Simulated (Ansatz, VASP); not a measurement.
# Two plane-wave programs on As

File POSCAR:

```
As
1.0
    2.9794804000     -0.1006165900      0.3237709600
   -0.1006165900      2.5830128800      0.2618843200
    0.3237709600      0.2618843200      2.5485519600
As
1
Direct
    0.5000000000      0.5000000000      0.5000000000
```

Contents of INCAR.step1:

```
SYSTEM = As
  PREC = Accurate
  ENCUT = 520
  EDIFF = 1E-5
  ISMEAR = -1
  SIGMA = 0.05
  LREAL = .False.
  LASPH = .True.
  NELM = 80
  ALGO = Normal
  ISIF = 2
  LWAVE = .True.
  NBANDS = 8
  GGA = PE
```

Contents of INCAR.step2:

```
SYSTEM = As
  PREC = Accurate
  ENCUT = 520
  EDIFF = 1E-6
  ISMEAR = -1
  SIGMA = 0.05
  LREAL = .False.
  LASPH = .True.
  NELM = 80
  ALGO = Normal
  ISIF = 2
  LWAVE = .False.
  LCHARG = .True.
  METAGGA = R2SCAN
  LHFCALC = .True.
  AEXX = 0.15
  LMIXTAU = .True.
  PRECFOCK = Normal
  LELF = .True.
  LVHAR = .True.
  NBANDS = 8
  ISTART = 1
```

KPOINTS

```
Automatic mesh
0
Gamma
  5 6 6
  0 0 0
```

The input input.yaml:

```yaml
crystal:
  lattice:
    - [2.9794804, -0.10061659, 0.32377096]
    - [-0.10061659, 2.58301288, 0.26188432]
    - [0.32377096, 0.26188432, 2.54855196]
  atoms:
    - { symbol: As, position: [0.5, 0.5, 0.5] }
hamiltonian:
  xc: { exchange: r2scan, correlation: r2scan, exx: { coeff: 0.15 } }
  pseudopotentials: { kind: paw }
kpoints:
  mp_grid: { grid: [5, 6, 6] }
scf:
  occupations: { method: fermi_dirac, width: 0.05 }
output:
  forces: true
  stress: true
  eigenvalues: true
  write_density: true
  write_potential: true
  elf: true
  volumetric_format: npy
```

Alike in both runs: task single point; functional r2SCAN-based global hybrid; k mesh 5 × 6 × 6; occupations fermi-dirac, width 0.05 eV; no spin polarisation.

|  | VASP | Ansatz |
| --- | --- | --- |
| version | VASP 6.6.1 | Ansatz 0.2.0 |
| potentials or method | VASP PAW PBE potentials, release 64 (As) | Ansatz PAW |
| plane-wave cutoff (eV) | 520 | 500 |
| valence electrons in the cell | 5 | 15 |

|  | VASP | Ansatz | Ansatz less VASP |
| --- | --- | --- | --- |
| gap on the k mesh at the Fermi level (eV) | none | none | - |
| pressure (GPa) | 3.6 | 4.0 | +0.45 |
| traceless stress, the component that is largest in VASP (GPa) | -11.31 | -11.47 | -0.154 |

VASP's potentials were made for PBE, not for r2SCAN-based global hybrid. A gap of «none» marks a metal or a gap that the smearing closes. The functional is the same, so the differences come from potentials, cutoffs and numerics. VASP's potentials hold 5 valence electrons a cell and Ansatz's 15, so a difference there can come from the potentials and not from the codes.

The k mesh is coarse, so the values compare programs but aren't converged.
